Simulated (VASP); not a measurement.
Write the native input for VASP 6.6.1 that does the following.

```
Task                   : single point
Functional             : PBE
Potentials or basis    : VASP PAW PBE potentials, release 64 (C)
Cutoff                 : 520 eV
k mesh                 : 13 × 13 × 13
Occupations            : fermi-dirac, width 0.05 eV
Spin                   : no spin polarisation
Dipole correction      : no
Further INCAR settings : ALGO = Normal; EDIFF = 1e-06; NBANDS = 11
```

The structure of C lies in POSCAR:

```
C
1.0
    0.0000000000      1.7714007132      1.7714007132
    1.7714007132      0.0000000000      1.7714007132
    1.7714007132      1.7714007132      0.0000000000
C
2
Direct
    0.7500000000      0.7500000000      0.7500000000
    0.5000000000      0.5000000000      0.5000000000
```

This cell differs from its parent crystal: volume scaled by 0.98.

One way to write it, as run:

INCAR

```
SYSTEM = C
PREC = Accurate
ENCUT = 520
EDIFF = 1E-6
ISMEAR = -1
SIGMA = 0.05
LREAL = .FALSE.
LASPH = .TRUE.
NELM = 80
ALGO = Normal
ISIF = 2
LWAVE = .FALSE.
LCHARG = .FALSE.
GGA = PE
NBANDS = 11
```

KPOINTS

```
Automatic mesh
0
G
  13 13 13
  0 0 0
```

Potentials or basis: VASP PAW PBE potentials, release 64 (C).

Launch:

```sh
$ cat potpaw_PBE.64/C/POTCAR > POTCAR
$ mpirun -np 1 vasp_std > vasp.out
```

Results of the run:

The pressure is 11.8 GPa. The band gap on the k mesh is 4.19 eV, indirect (least direct gap 5.65 eV).

It took 10 s on 1 thread of Intel(R) Xeon(R) Platinum 8175M CPU @ 2.50GHz (Skylake/Cascade Lake) (shared host), peak memory 0.12 GiB.
